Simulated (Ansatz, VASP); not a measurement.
**Sb: VASP beside Ansatz**

Contents of INCAR:

```
SYSTEM = Sb
ALGO = Normal
EDIFF = 1E-6
ENCUT = 520
GGA = PE
ISIF = 2
ISMEAR = -1
LASPH = .TRUE.
LCHARG = .TRUE.
LELF = .TRUE.
LREAL = .FALSE.
LVHAR = .TRUE.
LWAVE = .FALSE.
NBANDS = 8
NELM = 60
PREC = Accurate
SIGMA = 0.05
```

The input KPOINTS:

```
k-points
0
G
  19 19 19
  0 0 0
```

The input POSCAR:

```
Sb
1.0
   -1.5050000000      1.5050000000      2.4800000000
    1.5050000000     -1.5050000000      2.4800000000
    1.5050000000      1.5050000000     -2.4800000000
Sb
1
Direct
    0.0000000000      0.0000000000      0.0000000000
```

Input for Ansatz:

```yaml
crystal:
  lattice:
    - [-1.505, 1.505, 2.48]
    - [1.505, -1.505, 2.48]
    - [1.505, 1.505, -2.48]
  atoms:
    - { symbol: Sb, position: [0.0, 0.0, 0.0] }
kpoints:
  mp_grid: { grid: [19, 19, 19] }
  band_path:
    path:
      - [0.0, 0.0, 0.0]
      - [0.0, 0.0, 0.5]
      - [0.25, 0.25, 0.25]
      - [0.0, 0.5, 0.0]
      - [0.0, 0.0, 0.0]
      - [0.5, 0.5, -0.5]
      - [0.3420681988, 0.6579318012, -0.3420681988]
      - [-0.3420681988, 0.3420681988, 0.3420681988]
      - [0.0, 0.0, 0.0]
    npoints: 14
scf:
  occupations: { method: fermi_dirac, width: 0.05 }
hamiltonian:
  xc: pbe
  pseudopotentials: { kind: all_electron, lapw: { basis_error: 0.00025 } }
output:
  forces: true
  stress: true
  eigenvalues: true
  populations: true
  dos: { projected: true, de: 0.2, e_range: [-14, 8] }
```

Alike in both runs: task single point; functional PBE; k mesh 19 × 19 × 19; occupations fermi-dirac, width 0.05 eV; no spin polarisation.

```csv
,VASP,Ansatz
version,VASP 6.6.1,Ansatz 0.2.0
potentials or method,"VASP PAW PBE potentials, release 64 (Sb), cutoff 520 eV","all-electron LAPW, scalar-relativistic"
```

```csv
,VASP,Ansatz,Ansatz less VASP
pressure (GPa),19.2,19.2,+0.03
"traceless stress, the component that is largest in VASP (GPa)",-1.56,-1.47,+0.086
```

Ansatz ran all-electron here, and VASP with PAW potentials.

Neither program's run includes spin-orbit coupling.
